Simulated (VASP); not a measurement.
# Yb (Fm-3m) in VASP: a series of runs

Yb is run at these levels: BLYP; tasks: single point.

Everything below comes from runs of VASP 6.6.1. Logs are shortened: lines on timing, memory, paths and dates and some standing lists are left out, and cuts for length are marked.

**1. The cell of the first run**

Symmetry: Fm-3m, No. 225, cubic system. Conventional cell: a = 5.080 Å, b = 5.080 Å, c = 5.080 Å, α = 90.00°, β = 90.00°, γ = 90.00°. Yb (site symmetry m-3m) has 12 Yb at 3.59 Å within 4.7 Å.

**2. Single point, BLYP, collinear spin, ferromagnetic start (32.78 Å³/atom)**

The input, INCAR:

```
SYSTEM = Yb
PREC = Accurate
ENCUT = 520
EDIFF = 1E-7
ISMEAR = -1
SIGMA = 0.05
LREAL = .FALSE.
LASPH = .TRUE.
NELM = 150
ALGO = Normal
ISIF = 2
LWAVE = .FALSE.
LCHARG = .TRUE.
ISPIN = 2
MAGMOM = 1
LORBIT = 11
LMAXMIX = 6
GGA = B5
ALDAX = 1.0
AGGAX = 1.0
AGGAC = 1.0
ALDAC = 0.0
LELF = .TRUE.
LVHAR = .TRUE.
NBANDS = 22
```

The input, KPOINTS:

```
regular mesh
0
G
  17 17 17
  0 0 0
```

The input, POSCAR:

```
Yb
1.0
    0.0000000000      2.5401120710      2.5401120710
    2.5401120710      0.0000000000      2.5401120710
    2.5401120710      2.5401120710      0.0000000000
Yb
1
Direct
    0.0000000000      0.0000000000      0.0000000000
```

Potentials or basis: VASP PAW PBE potentials, release 64 (Yb).

Launch:

```
$ cat potpaw_PBE.64/Yb/POTCAR > POTCAR
$ mpirun -np 1 vasp_std > vasp.out
```

OUTCAR:

```text
SYSTEM = Yb
   PREC = Accurate
   ENCUT = 520
   EDIFF = 1E-7
   ISMEAR = -1
   LREAL = .FALSE.
   LASPH = .TRUE.
   NELM = 150
   ISIF = 2
   ISPIN = 2
   LORBIT = 11
   GGA = B5

 ion  position               nearest neighbor table
   1  0.000  0.000  0.000-

  LATTYP: Found a face centered cubic cell.
 ALAT       =     5.0802241420

  Lattice vectors:

 A1 = (   0.0000000000,   2.5401120710,   2.5401120710)
 A2 = (   2.5401120710,   0.0000000000,   2.5401120710)
 A3 = (   2.5401120710,   2.5401120710,   0.0000000000)

Analysis of symmetry for initial positions (statically):
=====================================================================
 Subroutine PRICEL returns:
 Original cell was already a primitive cell.

 Routine SETGRP: Setting up the symmetry group for a
 face centered cubic supercell.

 Subroutine GETGRP returns: Found 48 space group operations
 (whereof 48 operations were pure point group operations)
 out of a pool of 48 trial point group operations.

The static configuration has the point symmetry O_h .

Analysis of symmetry for dynamics (positions and initial velocities):
=====================================================================
 Subroutine PRICEL returns:
 Original cell was already a primitive cell.

 Routine SETGRP: Setting up the symmetry group for a
 face centered cubic supercell.

 Subroutine GETGRP returns: Found 48 space group operations
 (whereof 48 operations were pure point group operations)
 out of a pool of 48 trial point group operations.

The dynamic configuration has the point symmetry O_h .

Analysis of structural, dynamic, and magnetic symmetry:
=====================================================================
 Subroutine PRICEL returns:
 Original cell was already a primitive cell.

 Routine SETGRP: Setting up the symmetry group for a
 face centered cubic supercell.

 Subroutine GETGRP returns: Found 48 space group operations
 (whereof 48 operations were pure point group operations)
 out of a pool of 48 trial point group operations.

The overall configuration has the point symmetry O_h .

 Subroutine INISYM returns: Found 48 space group operations
 (whereof 48 operations are pure point group operations),
 and found     1 'primitive' translations

----------------------------------------------------------------------------------------

                                     Primitive cell

  volume of cell :      32.7785

  direct lattice vectors                    reciprocal lattice vectors
     0.000000000  2.540112071  2.540112071    -0.196841709  0.196841709  0.196841709
     2.540112071  0.000000000  2.540112071     0.196841709 -0.196841709  0.196841709
     2.540112071  2.540112071  0.000000000     0.196841709  0.196841709 -0.196841709

  length of vectors
     3.592260941  3.592260941  3.592260941     0.340939840  0.340939840  0.340939840

  position of ions in fractional coordinates (direct lattice)
     0.000000000  0.000000000  0.000000000

  ion indices of the primitive-cell ions
   primitive index   ion index
                 1           1

----------------------------------------------------------------------------------------

 KPOINTS: regular mesh

Automatic generation of k-mesh.
 Grid dimensions read from file:
 generate k-points for:   17   17   17

 Generating k-lattice:

  Cartesian coordinates                     Fractional coordinates (reciprocal lattice)
    -0.011578924  0.011578924  0.011578924     0.058823529  0.000000000  0.000000000
     0.011578924 -0.011578924  0.011578924     0.000000000  0.058823529  0.000000000
     0.011578924  0.011578924 -0.011578924     0.000000000  0.000000000  0.058823529

  Length of vectors
     0.020055285  0.020055285  0.020055285

  Shift w.r.t. Gamma in fractional coordinates (k-lattice)
     0.000000000  0.000000000  0.000000000

 Subroutine IBZKPT returns following result:
 ===========================================

 Found    165 irreducible k-points:

 Following reciprocal coordinates:
            Coordinates               Weight
  0.000000  0.000000  0.000000      1.000000
  0.058824  0.000000  0.000000      8.000000
  0.117647  0.000000  0.000000      8.000000
  0.176471  0.000000  0.000000      8.000000
  0.235294  0.000000  0.000000      8.000000
  0.294118  0.000000  0.000000      8.000000
[... 16 lines left out ...]
 -0.176471  0.058824  0.000000     24.000000
 -0.117647  0.058824  0.000000     24.000000
 [... further k-points ...]
   k-points           NKPTS =    165   k-points in BZ     NKDIM =    165   number of bands    NBANDS=     22
   number of dos      NEDOS =    301   number of ions     NIONS =      1
   total plane-waves  NPLWV =  21952
   dimension x,y,z NGX =    28 NGY =   28 NGZ =   28
   dimension x,y,z NGXF=    56 NGYF=   56 NGZF=   56
   ions per type =               1
   NGX,Y,Z   is equivalent  to a cutoff of  12.96, 12.96, 12.96 a.u.
   NGXF,Y,Z  is equivalent  to a cutoff of  25.92, 25.92, 25.92 a.u.
 SYSTEM =  Yb
   PREC   = accura    normal or accurate (medium, high low for compatibility)
   ISTART =      0    job   : 0-new  1-cont  2-samecut
   ICHARG =      2    charge: 1-file 2-atom 10-const
   ISPIN  =      2    spin polarized calculation?
   LNONCOLLINEAR =      F non collinear calculations
   LSORBIT =      F    spin-orbit coupling
   LASPH  =      T    aspherical Exc in radial PAW
   ENCUT  =  520.0 eV  38.22 Ry    6.18 a.u.   6.68  6.68  6.68*2*pi/ulx,y,z
   NELM   =    150;   NELMIN=  2; NELMDL= -5     # of ELM steps
   EDIFF  = 0.1E-06   stopping-criterion for ELM
   LREAL  =      F    real-space projection
   EDIFFG = 0.1E-05   stopping-criterion for IOM
   NSW    =      0    number of steps for IOM
   IBRION =     -1    ionic relax: 0-MD 1-quasi-New 2-CG
   NFREE  =      0    steps in history (QN), initial steepest desc. (CG)
   ISIF   =      2    stress and relaxation
   ISYM   =      2    0-nonsym 1-usesym 2-fastsym
   POTIM  = 0.5000    time-step for ionic-motion
   TEBEG  =    0.0;   TEEND  =   0.0 temperature during run
   PSTRESS=    0.0 pullay stress
   NELECT =      24.0000    total number of electrons
   NUPDOWN=      -1.0000    fix difference up-down
   EMIN   =  10.00;   EMAX   =-10.00  energy-range for DOS
   EFERMI =   0.00;   METHOD = LEGACY
   ISMEAR =    -1;   SIGMA  =   0.05  broadening in eV -4-tet -1-fermi 0-gaus
   EFERMI_NEDOS =   21; number of points for ismear=-14 and -15
   IALGO  =     38    algorithm
   IMIX   =      4    mixing-type and parameters
     AMIX     =   0.40;   BMIX     =  1.00
     AMIX_MAG =   1.60;   BMIX_MAG =  1.00
  volume/ion in A,a.u.               =      32.78       221.20
  Fermi-wavevector in a.u.,A,eV,Ry     =   1.475533  2.788354 29.622587  2.177199
  Thomas-Fermi vector in A             =   2.590171
   LORBIT       =     11    0 simple, 1 ext, 2 COOP (PROOUT), +10 PAW based schemes
   GGA     = B5    functional components
   LHFCALC =     F    Hartree Fock is set to
   AEXX    =    0.0000 exact exchange contribution
   IVDW    =     0    specifies the selected vdW correction
   LEPSILON=     F    determine dielectric tensor
   LRPA    =     F    only Hartree local field effects (RPA)
 spin polarized calculation
  energy-cutoff  :      520.00
  volume of cell :       32.78
 maximum number of plane-waves:       903
   NGX = 13   NGY = 13   NGZ = 13

 number of electron      23.9999988 magnetization      -0.0021195

 number of electron      23.9999988 magnetization       0.0002983

 Free energy of the ion-electron system (eV)
  ---------------------------------------------------
  ext. energy  EPLUGINS =         0.00000000
  ---------------------------------------------------
  free energy    TOTEN  =        -2.72571952 eV

  energy without entropy =       -2.71426521  energy(sigma->0) =       -2.71999237

 E-fermi :   2.3764     XC(G=0):  -9.3968

 val. band max:        2.3662780730   @ k =  -0.2941   0.4118   0.1765
 cond. band min:       2.3876861939   @ k =   0.4706   0.4118   0.0000
 fundamental gap:      0.0214081209
 Fermi energy:         2.3764285417

 spin component 1

 k-point     1 :       0.0000    0.0000    0.0000
  band No.  band energies     occupation
      1     -49.0957      1.00000
      2     -21.4323      1.00000
      3     -21.4323      1.00000
      4     -21.4323      1.00000
      5      -2.9038      1.00000
      6       1.8197      0.99999
[... 14 lines left out ...]
     21      15.4776      0.00000
     22      17.4525      0.00000

 k-point     2 :       0.0588    0.0000    0.0000
  band No.  band energies     occupation
      1     -49.0948      1.00000
      2     -21.4489      1.00000
      3     -21.4344      1.00000
      4     -21.4344      1.00000
      5      -2.8142      1.00000
      6       1.8203      0.99999
[... 14 lines left out ...]
     21      15.6639      0.00000
     22      18.1168      0.00000
[... 523 lines left out ...]
     21      17.8700      0.00000
     22      18.1000      0.00000

 k-point    24 :      -0.1176    0.0588    0.0000
  band No.  band energies     occupation
      1     -49.0904      1.00000
      2     -21.5246      1.00000
      3     -21.4560      1.00000
      4     -21.4402      1.00000
      5      -2.3524      1.00000
      6       1.8247      0.99998
[... 14 lines left out ...]
     21      16.8870      0.00000
     22      19.3155      0.00000

 [... further k-points ...]

 spin component 2

 k-point     1 :       0.0000    0.0000    0.0000
  band No.  band energies     occupation
      1     -49.0956      1.00000
      2     -21.4322      1.00000
      3     -21.4322      1.00000
      4     -21.4322      1.00000
      5      -2.9037      1.00000
      6       1.8197      0.99999
[... 14 lines left out ...]
     21      15.4775      0.00000
     22      17.4525      0.00000

 k-point     2 :       0.0588    0.0000    0.0000
  band No.  band energies     occupation
      1     -49.0947      1.00000
      2     -21.4488      1.00000
      3     -21.4343      1.00000
      4     -21.4343      1.00000
      5      -2.8142      1.00000
      6       1.8204      0.99999
[... 14 lines left out ...]
     21      15.6638      0.00000
     22      18.1168      0.00000
[... 523 lines left out ...]
     21      17.8700      0.00000
     22      18.1001      0.00000

 k-point    24 :      -0.1176    0.0588    0.0000
  band No.  band energies     occupation
      1     -49.0903      1.00000
      2     -21.5245      1.00000
      3     -21.4559      1.00000
      4     -21.4401      1.00000
      5      -2.3523      1.00000
      6       1.8248      0.99998
[... 14 lines left out ...]
     21      16.8870      0.00000
     22      19.3156      0.00000

 [... further k-points ...]

------------------------ aborting loop because EDIFF is reached ----------------------------------------

  FORCE on cell =-STRESS in cart. coord.  units (eV):
  Direction    XX          YY          ZZ          XY          YZ          ZX
  --------------------------------------------------------------------------------------
  -------------------------------------------------------------------------------------
  Total        0.3978754      0.3978754      0.3978754     -0.0000000      0.0000000     -0.0000000
  in kB       19.4477362     19.4477362     19.4477362     -0.0000000      0.0000000     -0.0000000
  external PRESSURE =      19.4477362 kB  Pullay stress =       0.0000000 kB

 VOLUME and BASIS-vectors are now :
 -----------------------------------------------------------------------------
  energy-cutoff  :      520.00
  volume of cell :       32.78
      direct lattice vectors                 reciprocal lattice vectors
     0.000000000  2.540112071  2.540112071    -0.196841709  0.196841709  0.196841709
     2.540112071  0.000000000  2.540112071     0.196841709 -0.196841709  0.196841709
     2.540112071  2.540112071  0.000000000     0.196841709  0.196841709 -0.196841709

 POSITION                                       TOTAL-FORCE (eV/Angst)
 -----------------------------------------------------------------------------------
      0.00000      0.00000      0.00000        -0.000000      0.000000     -0.000000
 -----------------------------------------------------------------------------------
    total drift:                               -0.000000     -0.000000     -0.000000

  FREE ENERGIE OF THE ION-ELECTRON SYSTEM (eV)
  ---------------------------------------------------
  free  energy   TOTEN  =        -2.7257195223 eV

  energy  without entropy=       -2.7142652082  energy(sigma->0) =       -2.71999237

 total charge

# of ion       s       p       d       f       tot
--------------------------------------------------
    1        2.244   5.964   0.325  13.611  22.144

 magnetization (x)

# of ion       s       p       d       f       tot
--------------------------------------------------
    1        0.000  -0.000   0.000   0.000   0.000
```

Wall time 5.1 min (1 thread of Intel Xeon 6975P-C (Granite Rapids), shared host); peak memory 0.34 GiB.

What came out:

| Property | Result |
| --- | --- |
| Free energy | -2.7257 eV |
| Pressure | 1.9 GPa |
| Band gap on the k mesh | zero (filled and empty bands overlap) |
| Net moment | 0.00 μB per cell |
| Valence electrons inside the program's atomic spheres | Yb 22.14 |

Caveat: the PAW data sets were made with another functional, which shifts forces and pressure a little; spin-orbit coupling is left out, which moves the levels of the heavy elements.

**3. Single point, BLYP, collinear spin, ferromagnetic start (34.27 Å³/atom)**

This run uses another cell than the first one, of 34.27 Å³/atom.

The input, INCAR:

```
SYSTEM = Yb
PREC = Accurate ; ENCUT = 520
EDIFF = 1E-6 ; ISMEAR = -1
SIGMA = 0.05 ; LREAL = .False.
LASPH = .True. ; NELM = 150
ALGO = Normal ; ISIF = 2
LWAVE = .False. ; LCHARG = .False.
ISPIN = 2 ; MAGMOM = 1
LORBIT = 11 ; LMAXMIX = 6
GGA = B5 ; ALDAX = 1.0
AGGAX = 1.0 ; AGGAC = 1.0
ALDAC = 0.0 ; NBANDS = 22
```

The input, KPOINTS:

```
regular mesh
0
Gamma
  17 17 17
  0 0 0
```

The input, POSCAR:

```
Yb
1.0
    0.0000000000      2.5780297817      2.5780297817
    2.5780297817      0.0000000000      2.5780297817
    2.5780297817      2.5780297817      0.0000000000
Yb
1
Direct
    0.0000000000      0.0000000000      0.0000000000
```

Potentials or basis: VASP PAW PBE potentials, release 64 (Yb).

Launch:

```
$ cat potpaw_PBE.64/Yb/POTCAR > POTCAR
$ mpirun -np 1 vasp_std > vasp.out
```

It took 4.2 min on 1 thread of Intel Xeon 6975P-C (Granite Rapids), shared host; peak memory 0.34 GiB.

The run converged. Its results:

```
Free energy                                           : -2.7451 eV
Pressure                                              : 1.1 GPa
Band gap on the k mesh                                : zero (filled and empty bands overlap)
Net moment                                            : 0.00 μB per cell
Valence electrons inside the program's atomic spheres : Yb 22.12
```

Levels at points of the mesh, in eV from the Fermi level:
Spin up:
```
           k point  band 8  band 9  band 10  band 11  band 12  band 13  band 14  band 15  band 16  band 17
(0.00, 0.00, 0.00)   -0.44   -0.44    -0.34    -0.34    -0.34     2.72     2.72     2.72     4.87     4.87
```
Spin down:
| k point | band 9 | band 10 | band 11 | band 12 | band 13 | band 14 | band 15 | band 16 |
| --- | --- | --- | --- | --- | --- | --- | --- | --- |
| (0.00, 0.00, 0.00) | -0.44 | -0.34 | -0.34 | -0.34 | 2.72 | 2.72 | 2.72 | 4.87 |

Caveat: the PAW data sets were made with another functional, which shifts forces and pressure a little; spin-orbit coupling is left out, which moves the levels of the heavy elements.

[end of part 1 of 2]

The gap in the log of VASP goes by the Fermi energy; the results here count the filled bands.